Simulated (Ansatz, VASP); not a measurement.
## Two plane-wave programs on Ta5Si

```
CELL_PARAMETERS angstrom
0.00000 3.82187 3.82187
3.82187 0.00000 3.82187
3.82187 3.82187 0.00000
ATOMIC_POSITIONS crystal
Ta 0.25000 0.25000 0.25000
Ta 0.62455 0.62455 0.62455
Ta 0.12634 0.62455 0.62455
Ta 0.62455 0.12634 0.62455
Ta 0.62455 0.62455 0.12634
Si 0.00000 0.00000 0.00000
```

Change from the starting cell: species swapped into the ZrCu5 type (F-43m, No. 216).

Alike in both runs: functional PBE; k mesh 8 × 8 × 8; occupations gaussian, width 0.1 eV; no spin polarisation.

Ansatz relaxed the structure, and its values are those at the end. VASP's run is a single point on that final structure, the one shown.

|  | VASP | Ansatz |
| --- | --- | --- |
| version | VASP 6.6.1 | Ansatz 0.2.0 |
| potentials or method | VASP PAW PBE potentials, release 64 (Ta_pv, Si), cutoff 520 eV | scalar-relativistic, plane waves, PAW |
| valence electrons in the cell | 59 | 69 |

```tsv
	VASP	Ansatz	Ansatz less VASP
gap on the k mesh at the Fermi level (eV)	none	none	-
pressure (GPa)	0.2	0.0	-0.17
```

A gap of «none» marks a metal or a gap that the smearing closes. VASP's potentials hold 59 valence electrons a cell and Ansatz's 69, so a difference there can come from the potentials and not from the codes.

Spin-orbit coupling is off throughout.
